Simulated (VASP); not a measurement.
## WSe2: relaxation of cell and atoms with PBE

WSe2:

```
W Se
1.0
     3.32066    0.00000    0.00000
    -1.66033    2.87577    0.00000
     0.00000    0.00000   15.25193
W Se
2 4
Direct
  0.33333 0.66667 0.25000
  0.66667 0.33333 0.75000
  0.33333 0.66667 0.63998
  0.66667 0.33333 0.13998
  0.33333 0.66667 0.86002
  0.66667 0.33333 0.36002
```

```json
{
 "Program": "VASP 6.6.1",
 "Task": "relaxation of cell and atoms",
 "Functional": "PBE",
 "Potentials or basis": "VASP PAW PBE potentials, release 64 (W_sv, Se)",
 "Cutoff": "600 eV",
 "k mesh": "12 × 12 × 2",
 "Occupations": "gaussian, width 0.02 eV",
 "Spin": "no spin polarisation",
 "Dipole correction": "no",
 "Further INCAR settings": "ALGO = Normal; EDIFF = 1e-06; IBRION = 2; EDIFFG = -0.01; NSW = 100; ISIF = 3"
}
```

The relaxed volume is 24.32 Å³/atom, the relaxed cell is a = 3.322 Å, b = 3.322 Å, c = 15.264 Å, α = 90.00°, β = 90.00°, γ = 120.00° and the space group after relaxing (to 0.1 Å) is P6_3/mmc (No. 194). The energy gained by relaxing is 0.1 meV/atom. The ionic steps are 3, the pressure after relaxing is 0.0 GPa and the band gap on the k mesh is 1.47 eV (least direct gap 1.52 eV).

The path:
```
step  energy change (eV)  largest force (eV/Å)  pressure (GPa)  volume (Å³)
   1              0.0000                0.0467            0.27       145.65
   2              0.0011                0.0974           -0.56       146.52
   3             -0.0003                0.0003            0.01       145.92
```

Final structure:
```
W Se
1.0
     3.32248    0.00000    0.00000
    -1.66124    2.87735    0.00000
     0.00000    0.00000   15.26401
W Se
2 4
Cartesian
  0.0000 1.9182 3.8160
  1.6612 0.9591 11.4480
  0.0000 1.9182 9.7679
  1.6612 0.9591 2.1359
  0.0000 1.9182 13.1281
  1.6612 0.9591 5.4961
```

Levels at points of the mesh, in eV from the valence-band top:
| k point | band 24 | band 25 | band 26 | band 27 | band 28 | band 29 |
| --- | --- | --- | --- | --- | --- | --- |
| (0.00, 0.00, 0.00) | -1.25 | -0.55 | -0.10 | 2.87 | 2.87 | 2.87 |
| (0.50, 0.00, 0.00) | -0.99 | -0.98 | -0.96 | 2.32 | 2.32 | 2.64 |
| (0.00, 0.00, 0.50) | -1.25 | -0.28 | -0.28 | 2.87 | 2.87 | 2.87 |
| (0.50, 0.00, 0.50) | -1.00 | -0.97 | -0.97 | 2.32 | 2.32 | 2.69 |

Wall time 4.3 min on 1 thread of AMD EPYC 9R45 96-Core Processor (Zen 5), with other jobs on the host, peak memory 0.4 GiB.

Caveat: spin-orbit coupling is left out, which moves the levels of the heavy elements; this functional lacks dispersion, which binds layers or chains, so the pressure and a relaxed spacing across them are unreliable. A k mesh can miss the band edges.
